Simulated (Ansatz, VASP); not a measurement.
Two plane-wave programs on Ru

```
CELL_PARAMETERS angstrom
2.67753 0.00000 0.00000
-1.33877 2.31881 0.00000
0.00000 0.00000 4.21813
ATOMIC_POSITIONS crystal
Ru 0.33333 0.66667 0.25000
Ru 0.66667 0.33333 0.75000
```

Alike in both runs: task single point; functional LDA; k mesh 13 × 13 × 8; occupations fermi-dirac, width 0.03 eV; no spin polarisation.

|  | VASP | Ansatz |
| --- | --- | --- |
| version | VASP 6.6.1 | Ansatz 0.2.0 |
| potentials or method | VASP PAW LDA potentials, release 64 (Ru_pv), cutoff 520 eV | plane waves (420 eV) with PAW, scalar-relativistic |
| valence electrons in the cell | 28 | 32 |

VASP gave:

```
pressure (GPa)                                                : 0.7
traceless stress, the component that is largest in VASP (GPa) : -0.32
```

Which values does Ansatz return?

Pressure (GPa): -0.2; traceless stress, the component that is largest in VASP (GPa): -0.37.

Ansatz warns that its potentials were made for another functional, while VASP's fit it. LDA's correlation is that of Perdew and Zunger in VASP and of Perdew and Wang (1992) in Ansatz. VASP's potentials hold 28 valence electrons a cell and Ansatz's 32, so a difference there can come from the potentials and not from the codes.
